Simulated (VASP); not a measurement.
# Hf2B2O in VASP: further runs

The runs below take Hf2B2O through single point, with PBE.

Everything below comes from runs of VASP 6.6.1. Logs are shortened: lines on timing, memory, paths and dates and some standing lists are left out, and cuts for length are marked.

## 1. The cell of the first run

The typed cell holds 5 atoms: a = 4.682 Å, b = 4.682 Å, c = 3.239 Å, α = 109.64°, β = 109.64°, γ = 85.07°.

## 2. Single point, PBE

Contents of INCAR:

```
ALGO = Normal
EDIFF = 1E-6
ENCUT = 520
GGA = PE
ISIF = 2
ISMEAR = 0
LASPH = T
LCHARG = F
LREAL = F
LWAVE = F
NBANDS = 24
NELM = 100
PREC = Accurate
SIGMA = 0.1
```

Contents of KPOINTS:

```
k-points
0
Gamma
  4 4 6
```

Contents of POSCAR:

```
Hf2B2O
1.0
    3.4235733157     -3.1650746593      0.4249817091
    3.4235733157      3.1650746593      0.4249817091
   -1.8209952526      0.0000000000      2.6784080994
Hf B O
2 2 1
Direct
    0.7703635266      0.2296364734      0.5000000000
    0.2296125045      0.7703874955      0.5000000000
    0.6323837261      0.6324093566      0.1337385174
    0.3675906434      0.3676162739      0.8662614826
    1.0000495994     -0.0000495994      0.0000000000
```

Potentials or basis: VASP PAW PBE potentials, release 64 (Hf_pv, B, O).

Command:

```bash
cat potpaw_PBE.64/Hf_pv/POTCAR potpaw_PBE.64/B/POTCAR potpaw_PBE.64/O/POTCAR > POTCAR
mpirun -np 1 vasp_std > vasp.out
```

OUTCAR:

```text
EDIFF = 1E-6
   ENCUT = 520
   GGA = PE
   ISIF = 2
   ISMEAR = 0
   LASPH = T
   LREAL = F
   NELM = 100
   PREC = Accurate

 ion  position               nearest neighbor table
   1  0.770  0.230  0.500-   5 2.18   5 2.18   3 2.48   4 2.48   4 2.50   3 2.50   4 2.68   3 2.68
                             2 2.91   2 3.42   2 3.46   2 3.46   2 3.50   2 3.50
   2  0.230  0.770  0.500-   5 2.18   5 2.18   3 2.48   4 2.48   4 2.50   3 2.50   4 2.68   3 2.68
                             1 2.91   1 3.42   1 3.46   1 3.46   1 3.50   1 3.50
   3  0.632  0.632  0.134-   4 1.63   2 2.48   1 2.48   2 2.50   1 2.50   1 2.68   2 2.68
   4  0.368  0.368  0.866-   3 1.63   2 2.48   1 2.48   2 2.50   1 2.50   1 2.68   2 2.68
   5  0.000  1.000  0.000-   2 2.18   2 2.18   1 2.18   1 2.18

  LATTYP: Found a base centered monoclinic cell.
 ALAT       =     6.8996996170
 B/A-ratio  =     0.9174528849
 C/A-ratio  =     0.4694132659
 COS(beta)  =    -0.4560860429

  Lattice vectors:

 A1 = (   3.4235733157,  -3.1650746593,   0.4249817091)
 A2 = (   3.4235733157,   3.1650746593,   0.4249817091)
 A3 = (  -1.8209952526,   0.0000000000,   2.6784080994)

Analysis of symmetry for initial positions (statically):
=====================================================================
 Subroutine PRICEL returns:
 Original cell was already a primitive cell.

 Routine SETGRP: Setting up the symmetry group for a
 base centered monoclinic supercell.

 Subroutine GETGRP returns: Found  2 space group operations
 (whereof  2 operations were pure point group operations)
 out of a pool of  4 trial point group operations.

The static configuration has the point symmetry C_2 .

Analysis of symmetry for dynamics (positions and initial velocities):
=====================================================================
 Subroutine PRICEL returns:
 Original cell was already a primitive cell.

 Routine SETGRP: Setting up the symmetry group for a
 base centered monoclinic supercell.

 Subroutine GETGRP returns: Found  2 space group operations
 (whereof  2 operations were pure point group operations)
 out of a pool of  4 trial point group operations.

The dynamic configuration has the point symmetry C_2 .

 Subroutine INISYM returns: Found  2 space group operations
 (whereof  2 operations are pure point group operations),
 and found     1 'primitive' translations

----------------------------------------------------------------------------------------

                                     Primitive cell

  volume of cell :      62.9446

  direct lattice vectors                    reciprocal lattice vectors
     3.423573316 -3.165074659  0.424981709     0.134679781 -0.157974157  0.091566047
     3.423573316  3.165074659  0.424981709     0.134679781  0.157974157  0.091566047
    -1.820995253  0.000000000  2.678408099    -0.042739151  0.000000000  0.344298619

  length of vectors
     4.681790395  4.681790395  3.238810531     0.226889441  0.226889441  0.346941168

  position of ions in fractional coordinates (direct lattice)
     0.770363527  0.229636473  0.500000000
     0.229612504  0.770387496  0.500000000
     0.632383726  0.632409357  0.133738517
     0.367590643  0.367616274  0.866261483
     0.000049599  0.999950401  0.000000000

  ion indices of the primitive-cell ions
   primitive index   ion index
                 1           1
                 2           2
                 3           3
                 4           4
                 5           5

----------------------------------------------------------------------------------------

 KPOINTS: k-points

Automatic generation of k-mesh.
 Grid dimensions read from file:
 generate k-points for:    4    4    6

 Generating k-lattice:

  Cartesian coordinates                     Fractional coordinates (reciprocal lattice)
     0.033669945 -0.039493539  0.022891512     0.250000000 -0.000000000  0.000000000
     0.033669945  0.039493539  0.022891512    -0.000000000  0.250000000  0.000000000
    -0.007123192  0.000000000  0.057383103     0.000000000  0.000000000  0.166666667

  Length of vectors
     0.056722360  0.056722360  0.057823528

  Shift w.r.t. Gamma in fractional coordinates (k-lattice)
     0.000000000  0.000000000  0.000000000

 Subroutine IBZKPT returns following result:
 ===========================================

 Found     34 irreducible k-points:

 Following reciprocal coordinates:
            Coordinates               Weight
  0.000000  0.000000  0.000000      1.000000
  0.250000  0.000000 -0.000000      4.000000
  0.500000  0.000000 -0.000000      2.000000
  0.250000  0.250000 -0.000000      2.000000
  0.500000  0.250000 -0.000000      4.000000
 -0.250000  0.250000  0.000000      2.000000
[... 16 lines left out ...]
  0.500000  0.250000  0.333333      4.000000
 -0.250000  0.250000  0.333333      4.000000
 [... further k-points ...]
   k-points           NKPTS =     34   k-points in BZ     NKDIM =     34   number of bands    NBANDS=     24
   number of dos      NEDOS =    301   number of ions     NIONS =      5
   total plane-waves  NPLWV =  31104
   dimension x,y,z NGX =    36 NGY =   36 NGZ =   24
   dimension x,y,z NGXF=    72 NGYF=   72 NGZF=   48
   ions per type =               2   2   1
   NGX,Y,Z   is equivalent  to a cutoff of  12.78, 12.78, 12.32 a.u.
   NGXF,Y,Z  is equivalent  to a cutoff of  25.57, 25.57, 24.64 a.u.
 SYSTEM =  unknown system
   PREC   = accura    normal or accurate (medium, high low for compatibility)
   ISTART =      0    job   : 0-new  1-cont  2-samecut
   ICHARG =      2    charge: 1-file 2-atom 10-const
   ISPIN  =      1    spin polarized calculation?
   LNONCOLLINEAR =      F non collinear calculations
   LSORBIT =      F    spin-orbit coupling
   LASPH  =      T    aspherical Exc in radial PAW
   ENCUT  =  520.0 eV  38.22 Ry    6.18 a.u.   8.71  8.71  6.02*2*pi/ulx,y,z
   NELM   =    100;   NELMIN=  2; NELMDL= -5     # of ELM steps
   EDIFF  = 0.1E-05   stopping-criterion for ELM
   LREAL  =      F    real-space projection
   EDIFFG = 0.1E-04   stopping-criterion for IOM
   NSW    =      0    number of steps for IOM
   IBRION =     -1    ionic relax: 0-MD 1-quasi-New 2-CG
   NFREE  =      0    steps in history (QN), initial steepest desc. (CG)
   ISIF   =      2    stress and relaxation
   ISYM   =      2    0-nonsym 1-usesym 2-fastsym
   POTIM  = 0.5000    time-step for ionic-motion
   TEBEG  =    0.0;   TEEND  =   0.0 temperature during run
   PSTRESS=    0.0 pullay stress
   NELECT =      32.0000    total number of electrons
   NUPDOWN=      -1.0000    fix difference up-down
   EMIN   =  10.00;   EMAX   =-10.00  energy-range for DOS
   EFERMI =   0.00;   METHOD = LEGACY
   ISMEAR =     0;   SIGMA  =   0.10  broadening in eV -4-tet -1-fermi 0-gaus
   EFERMI_NEDOS =   21; number of points for ismear=-14 and -15
   IALGO  =     38    algorithm
   IMIX   =      4    mixing-type and parameters
     AMIX     =   0.40;   BMIX     =  1.00
     AMIX_MAG =   1.60;   BMIX_MAG =  1.00
  volume/ion in A,a.u.               =      12.59        84.95
  Fermi-wavevector in a.u.,A,eV,Ry     =   1.306588  2.469094 23.227494  1.707173
  Thomas-Fermi vector in A             =   2.437380
   LORBIT       =      0    0 simple, 1 ext, 2 COOP (PROOUT), +10 PAW based schemes
   GGA     = PE    functional components
   LHFCALC =     F    Hartree Fock is set to
   AEXX    =    0.0000 exact exchange contribution
   IVDW    =     0    specifies the selected vdW correction
   LEPSILON=     F    determine dielectric tensor
   LRPA    =     F    only Hartree local field effects (RPA)
 non-spin polarized calculation
 Gauss-broadening in eV      SIGMA  =   0.10
  energy-cutoff  :      520.00
  volume of cell :       62.94
 maximum number of plane-waves:      1722
 NGX is ok and might be reduce to    36
   NGX = 17   NGY = 17   NGZ = 13

 number of electron      31.9999991 magnetization

 Free energy of the ion-electron system (eV)
  ---------------------------------------------------
  ext. energy  EPLUGINS =         0.00000000
  ---------------------------------------------------
  free energy    TOTEN  =       -43.09936974 eV

  energy without entropy =      -43.08291306  energy(sigma->0) =      -43.09114140

 E-fermi :   5.2801     XC(G=0): -11.7059

 val. band max:        5.2767604902   @ k =  -0.2500   0.2500   0.3333
 cond. band min:       5.2998371209   @ k =   0.5000   0.2500  -0.0000
 fundamental gap:      0.0230766307
 Fermi energy:         5.2800651348

 k-point     1 :       0.0000    0.0000    0.0000
  band No.  band energies     occupation
      1     -25.7651      2.00000
      2     -25.3489      2.00000
      3     -25.1675      2.00000
      4     -25.1532      2.00000
      5     -25.1098      2.00000
      6     -25.0984      2.00000
[... 16 lines left out ...]
     23      10.5030      0.00000
     24      11.5515      0.00000

 k-point     2 :       0.2500    0.0000   -0.0000
  band No.  band energies     occupation
      1     -25.7275      2.00000
      2     -25.3280      2.00000
      3     -25.1934      2.00000
      4     -25.1621      2.00000
      5     -25.1478      2.00000
      6     -25.1046      2.00000
[... 16 lines left out ...]
     23      10.4964      0.00000
     24      12.0057      0.00000

 k-point     3 :       0.5000    0.0000   -0.0000
  band No.  band energies     occupation
      1     -25.6820      2.00000
      2     -25.2926      2.00000
      3     -25.2382      2.00000
      4     -25.2027      2.00000
      5     -25.1679      2.00000
      6     -25.1005      2.00000
[... 16 lines left out ...]
     23      11.3366      0.00000
     24      11.5628      0.00000
[... 514 lines left out ...]
 k-point    23 :       0.5000    0.2500    0.3333
  band No.  band energies     occupation
      1     -25.6729      2.00000
      2     -25.5398      2.00000
      3     -25.3885      2.00000
      4     -25.3228      2.00000
      5     -25.1418      2.00000
      6     -25.0907      2.00000
[... 16 lines left out ...]
     23      10.8345      0.00000
     24      11.7655      0.00000

 k-point    24 :      -0.2500    0.2500    0.3333
  band No.  band energies     occupation
      1     -25.6157      2.00000
      2     -25.5196      2.00000
      3     -25.4251      2.00000
      4     -25.2590      2.00000
      5     -25.1748      2.00000
      6     -25.1598      2.00000
[... 16 lines left out ...]
     23      10.5339      0.00000
     24      10.9734      0.00000

 [... further k-points ...]
[... 5 lines left out ...]
  --------------------------------------------------------------------------------------
  -------------------------------------------------------------------------------------
  Total       -0.3797155     -0.6055981     -0.4707716      0.0000000      0.0000000      0.2051887
  in kB       -9.6651940    -15.4147599    -11.9829167      0.0000000      0.0000000      5.2228289
  external PRESSURE =     -12.3542902 kB  Pullay stress =       0.0000000 kB

 VOLUME and BASIS-vectors are now :
 -----------------------------------------------------------------------------
  energy-cutoff  :      520.00
  volume of cell :       62.94
      direct lattice vectors                 reciprocal lattice vectors
     3.423573316 -3.165074659  0.424981709     0.134679781 -0.157974157  0.091566047
     3.423573316  3.165074659  0.424981709     0.134679781  0.157974157  0.091566047
    -1.820995253  0.000000000  2.678408099    -0.042739151  0.000000000  0.344298619

 POSITION                                       TOTAL-FORCE (eV/Angst)
 -----------------------------------------------------------------------------------
      2.51308     -1.71144      1.76419         0.000000     -0.099243     -0.000000
      2.51308      1.71159      1.76419        -0.000000      0.096718     -0.000000
      4.08657      0.00008      0.89572         0.009719     -0.000617      0.005646
      0.93958      0.00008      2.63265        -0.009719     -0.000617     -0.005646
      3.42357      3.16476      0.42498         0.000000      0.003760      0.000000
 -----------------------------------------------------------------------------------
    total drift:                               -0.000000     -0.000003     -0.000000

  FREE ENERGIE OF THE ION-ELECTRON SYSTEM (eV)
  ---------------------------------------------------
  free  energy   TOTEN  =       -43.0993697401 eV

  energy  without entropy=      -43.0829130602  energy(sigma->0) =      -43.09114140
```

Wall time 26 s (1 thread of AMD EPYC 9R45 (Zen 5), shared host); peak memory 0.18 GiB.

Results:

```
Free energy            : -43.0994 eV
Pressure               : -1.2 GPa
Largest force          : 0.099 eV/Å
Band gap on the k mesh : zero (bands 16 and 17 overlap by 0.75 eV)
```

Forces in eV/Å, atoms in the order of the input:
```
Hf   0.000 -0.099  0.000
Hf   0.000  0.097  0.000
B    0.010 -0.001  0.006
B   -0.010 -0.001 -0.006
O    0.000  0.004  0.000
```

Caveat: the k points lie up to 0.36 Å⁻¹ apart, too coarse for converged energies and pressures of a metal; spin-orbit coupling is left out, which moves the levels of the heavy elements.

## 3. Single point, PBE

This run uses another cell than the first one, of 12.55 Å³/atom.

Contents of INCAR:

```
SYSTEM = Hf2B2O
PREC = Accurate
ENCUT = 520
EDIFF = 1E-6
ISMEAR = 0
SIGMA = 0.1
LREAL = .FALSE.
LASPH = .TRUE.
NELM = 80
ALGO = Normal
ISIF = 2
LWAVE = .FALSE.
LCHARG = .FALSE.
GGA = PE
NBANDS = 24
```

Contents of KPOINTS:

```
regular mesh
0
G
  8 8 14
  0 0 0
```

Contents of POSCAR:

```
Hf2B2O
1.0
    3.4611642048     -3.1718049087     -0.0054614551
    3.4611642048      3.1718049087     -0.0054614551
   -1.4865839612      0.0000000000      2.8611569397
Hf B O
2 2 1
Direct
    0.7701812502      0.2298187498      0.5000000000
    0.2298187498      0.7701812502      0.5000000000
    0.6335016946      0.6335016946      0.1337945797
    0.3664983054      0.3664983054      0.8662054203
    0.0000000000      0.0000000000      0.0000000000
```

Potentials or basis: VASP PAW PBE potentials, release 64 (Hf_pv, B, O).

Command:

```bash
cat potpaw_PBE.64/Hf_pv/POTCAR potpaw_PBE.64/B/POTCAR potpaw_PBE.64/O/POTCAR > POTCAR
mpirun -np 1 vasp_std > vasp.out
```

It took 3 min on 1 thread of AMD EPYC 9R45 (Zen 5), shared host; peak memory 0.43 GiB.

It converged, with:

```
Free energy            : -43.1187 eV
Pressure               : -1.1 GPa
Largest force          : 0.107 eV/Å
Band gap on the k mesh : zero (bands 16 and 17 overlap by 1.05 eV)
```

Forces in eV/Å, atoms in the order of the input:
```
Hf   0.000 -0.107  0.000
Hf   0.000  0.107  0.000
B    0.001  0.000  0.001
B   -0.001  0.000 -0.001
O    0.000  0.000  0.000
```

Stress tensor (GPa, compression positive):
```
-0.73  0.00  0.36
 0.00 -1.43  0.00
 0.36  0.00 -1.28
```

Levels at points of the mesh, in eV from the Fermi level:
```
           k point  band 12  band 13  band 14  band 15  band 16  band 17  band 18  band 19  band 20  band 21
(0.00, 0.00, 0.00)    -3.32    -1.89    -1.35    -1.25     0.04     0.23     0.82     4.35     4.75     4.98
(0.50, 0.00, 0.00)    -5.05    -3.24    -1.11    -0.80     0.20     0.77     1.99     2.29     2.51     3.38
(0.50, 0.50, 0.00)    -2.82    -1.97    -1.74    -0.15    -0.12     0.68     1.99     2.30     2.61     4.01
(0.00, 0.00, 0.50)    -3.18    -2.29    -2.27    -2.07    -1.99    -0.04     3.07     3.81     4.93     5.12
(0.50, 0.00, 0.50)    -3.96    -3.93    -2.62    -1.01     0.17     0.40     0.64     2.49     3.72     5.71
(0.50, 0.50, 0.50)    -3.19    -2.30    -2.25    -2.06    -1.95    -0.07     3.07     3.78     4.99     5.08
```

Caveat: spin-orbit coupling is left out, which moves the levels of the heavy elements.

The gap in the log of VASP goes by the Fermi energy; the results here count the filled bands.